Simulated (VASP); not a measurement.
MgO, 2 atoms in the cell. Symmetry: Fm-3m, No. 225, cubic system. Conventional cell: a = 4.204 Å, b = 4.204 Å, c = 4.204 Å, α = 90.00°, β = 90.00°, γ = 90.00°. Mg (site symmetry m-3m) has 6 O at 2.10 Å within 2.8 Å. O (site symmetry m-3m) has 6 Mg at 2.10 Å within 2.8 Å. 

```yaml
Program: VASP 6.6.1
Task: single point
Functional: PBEsol
Potentials_or_basis: VASP PAW PBE potentials, release 64 (Mg_sv, O)
Cutoff: 840 eV
k_mesh: 8 × 8 × 8
Occupations: fermi-dirac, width 0.5 eV
Spin: no spin polarisation
Dipole_correction: no
Further_INCAR_settings: ALGO = Normal; EDIFF = 1e-06; NBANDS = 15
```

Potentials or basis: VASP PAW PBE potentials, release 64 (Mg_sv, O).

The run is started by

```console
$ cat potpaw_PBE.64/Mg_sv/POTCAR potpaw_PBE.64/O/POTCAR > POTCAR
$ mpirun -np 1 vasp_std > vasp.out
```

Hardware: 1 thread of Intel(R) Xeon(R) Platinum 8375C CPU @ 2.90GHz (Ice Lake), on a shared host.

Task: How long does it take, and how much memory?

Result: Wall time 17 s on 1 thread of Intel(R) Xeon(R) Platinum 8375C CPU @ 2.90GHz (Ice Lake), on a shared host, peak memory 0.16 GiB. Counts: scf iterations 12, k points 29.
